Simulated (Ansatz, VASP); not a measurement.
**Two plane-wave programs on Sn3Te**

INCAR

```
ALGO     = Fast           # electronic algorithm
EDIFF    = 1E-6           # SCF threshold, eV
ENCUT    = 520            # plane-wave cutoff, eV
GGA      = PE             # functional
ISIF     = 2              # what is computed and relaxed
ISMEAR   = -1             # smearing method
LASPH    = T              # aspherical terms in the spheres
LCHARG   = T              # write CHGCAR
LELF     = T              # ELF
LREAL    = F              # projectors in reciprocal space
LVHAR    = T            
LWAVE    = F              # write WAVECAR
NBANDS   = 32             # bands
NELM     = 100            # most SCF steps
PREC     = Accurate       # precision mode
SIGMA    = 0.05           # smearing width, eV
```

File KPOINTS:

```
k-points
0
Gamma
  6 6 6
```

The input POSCAR:

```
Sn3Te
1.0
    4.8656220000      0.0000000000      0.0000000000
    0.0000000000      4.8656220000      0.0000000000
    0.0000000000      0.0000000000      4.8656220000
Te Sn
1 3
Direct
    0.0067300000     -0.0114230000     -0.0033600000
   -0.0010980000      0.5041850000      0.4988960000
    0.5015660000      0.0064040000      0.4997800000
    0.4899280000      0.5046890000     -0.0012030000
```

Contents of input.yaml:

```yaml
crystal:
  lattice:
    - [4.865622, 0.0, 0.0]
    - [0.0, 4.865622, 0.0]
    - [0.0, 0.0, 4.865622]
  atoms:
    - { symbol: Te, position: [0.00673, -0.011423, -0.00336] }
    - { symbol: Sn, position: [-0.001098, 0.504185, 0.498896] }
    - { symbol: Sn, position: [0.501566, 0.006404, 0.49978] }
    - { symbol: Sn, position: [0.489928, 0.504689, -0.001203] }
hamiltonian:
  xc: pbe
  pseudopotentials: { kind: paw }
kpoints:
  mp_grid: { grid: [6, 6, 6] }
scf:
  occupations: { method: fermi_dirac, width: 0.05 }
output:
  forces: true
  stress: true
  eigenvalues: true
```

Change from the starting cell: atoms moved at random, drawn with an rms of 0.05 Å.

Alike in both runs: task single point; functional PBE; k mesh 6 × 6 × 6; occupations fermi-dirac, width 0.05 eV; no spin polarisation.

|  | VASP | Ansatz |
| --- | --- | --- |
| version | VASP 6.6.1 | Ansatz 0.2.0 |
| potentials or method | VASP PAW PBE potentials, release 64 (Te, Sn_d) | Ansatz PAW |
| plane-wave cutoff (eV) | 520 | 420 |
| valence electrons in the cell | 48 | 58 |

```tsv
	VASP	Ansatz	Ansatz less VASP
gap on the k mesh at the Fermi level (eV)	none	none	-
pressure (GPa)	0.4	0.4	+0.03
rms of the force components (eV/Å)	0.046	0.046	-0.0001
```

Atom by atom the forces differ by 0.000 eV/Å (rms over components). A gap of «none» marks a metal or a gap that the smearing closes. VASP's potentials hold 48 valence electrons a cell and Ansatz's 58, so a difference there can come from the potentials and not from the codes.

Spin-orbit coupling is off throughout.
